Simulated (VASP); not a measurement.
Crystal: GaP.

```
Ga P
1.0
     0.00000    2.72525    2.72525
     2.72525    0.00000    2.72525
     2.72525    2.72525    0.00000
Ga P
1 1
Direct
  0.00000 0.00000 0.00000
  0.75000 0.75000 0.75000
```

Base run:

```yaml
Program: VASP 6.6.1
Functional: r2SCAN
Potentials_or_basis: VASP PAW PBE potentials, release 64 (Ga_d, P)
Cutoff: 520 eV
k_mesh: 5 × 5 × 5
Occupations: fermi-dirac, width 0.05 eV
Spin: no spin polarisation
```

Its results: band gap on the k mesh 1.85 eV (least direct gap 2.34 eV); pressure 0.1 GPa.

Problem. After a change of settings the same cell gave: band gap on the k mesh 2.19 eV (least direct gap 2.71 eV); pressure -1.5 GPa. Which change was it?
A. functional from r2SCAN to r2SCAN-based global hybrid with 15 % exact exchange; further incar settings from ALGO = Normal; EDIFF = 1e-06; NBANDS = 16 to ALGO = Normal; EDIFF = 1e-07; NBANDS = 16
B. functional from r2SCAN to PBEsol-based screened hybrid with 25 % exact exchange
C. functional from r2SCAN to r2SCAN-based global hybrid with 10 % exact exchange
D. functional from r2SCAN to B3LYP

Solution. B.

Caveats: the PAW data sets were made with another functional, which shifts forces and pressure a little; an odd mesh through Γ misses points on the zone boundary, where band edges can lie.
